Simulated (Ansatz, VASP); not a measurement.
## MgH2 in VASP and in Ansatz

Contents of INCAR:

```
SYSTEM = MgH2
PREC     = Accurate       ! precision mode
ENCUT    = 520            ! plane-wave cutoff, eV
EDIFF    = 1E-6           ! SCF threshold, eV
ISMEAR   = 0              ! smearing method
SIGMA    = 0.01           ! smearing width, eV
LREAL    = .False.        ! projectors in reciprocal space
LASPH    = .True.         ! aspherical terms in the spheres
NELM     = 80             ! most SCF steps
ALGO     = Normal         ! electronic algorithm
ISIF     = 2              ! what is computed and relaxed
LWAVE    = .False.        ! write WAVECAR
LCHARG   = .True.         ! write CHGCAR
GGA      = CA             ! functional
LELF     = .True.         ! ELF
LVHAR    = .True.       
NBANDS   = 13             ! bands
```

Contents of KPOINTS:

```
regular mesh
0
Gamma
  6 6 8
  0 0 0
```

POSCAR

```
MgH2
1.0
    4.4849452995      0.0000000000      0.0000000000
    0.0000000000      4.4849452995      0.0000000000
    0.0000000000      0.0000000000      2.9964065034
Mg H
2 4
Direct
    0.0000000000      0.0000000000      0.0000000000
    0.5000000000      0.5000000000      0.5000000000
    0.3046827735      0.3046827735      0.0000000000
    0.1953172265      0.8046827735      0.5000000000
    0.6953172265      0.6953172265      0.0000000000
    0.8046827735      0.1953172265      0.5000000000
```

Input for Ansatz:

```yaml
crystal:
  lattice:
    - [4.4849452995, 0.0, 0.0]
    - [0.0, 4.4849452995, 0.0]
    - [0.0, 0.0, 2.9964065034]
  atoms:
    - { symbol: Mg, position: [0.0, 0.0, 0.0] }
    - { symbol: Mg, position: [0.5, 0.5, 0.5] }
    - { symbol: H, position: [0.3046827735, 0.3046827735, 0.0] }
    - { symbol: H, position: [0.1953172265, 0.8046827735, 0.5] }
    - { symbol: H, position: [0.6953172265, 0.6953172265, 0.0] }
    - { symbol: H, position: [0.8046827735, 0.1953172265, 0.5] }
kpoints:
  mp_grid: { grid: [6, 6, 8] }
  band_path:
    path:
      - [0.0, 0.0, 0.0]
      - [0.0, 0.5, 0.0]
      - [0.5, 0.5, 0.0]
      - [0.0, 0.0, 0.5]
      - [0.0, 0.5, 0.5]
      - [0.5, 0.5, 0.5]
      - [0.15625, 0.15625, -0.085937]
      - [0.395833, 0.395833, -0.5]
      - [0.35, 0.35, 0.5]
    npoints: 1
hamiltonian:
  xc: lda
scf:
  occupations: { method: fixed }
  n_extra_bands: 5
output:
  forces: true
  stress: true
  eigenvalues: true
  write_density: true
  write_potential: true
  elf: true
  volumetric_format: npy
```

Alike in both runs: task single point; functional LDA; k mesh 6 × 6 × 8; no spin polarisation.

|  | VASP | Ansatz |
| --- | --- | --- |
| version | VASP 6.6.1 | Ansatz 0.2.0 |
| potentials or method | VASP PAW LDA potentials, release 64 (Mg, H) | plane waves, PAW |
| plane-wave cutoff (eV) | 520 | 420 |
| occupations | gaussian, width 0.01 eV | fixed |
| valence electrons in the cell | 8 | 24 |

|  | VASP | Ansatz | Ansatz less VASP |
| --- | --- | --- | --- |
| gap on the k mesh at the Fermi level (eV) | 3.47 | 3.47 | +0.001 |
| pressure (GPa) | -2.2 | -1.7 | +0.49 |
| traceless stress, the component that is largest in VASP (GPa) | -0.09 | -0.10 | -0.008 |
| rms of the force components (eV/Å) | 0.005 | 0.005 | -0.0006 |

LDA's correlation is that of Perdew and Zunger in VASP and of Perdew and Wang (1992) in Ansatz. Atom by atom the forces differ by 0.001 eV/Å (rms over components). VASP's potentials hold 8 valence electrons a cell and Ansatz's 24, so a difference there can come from the potentials and not from the codes.
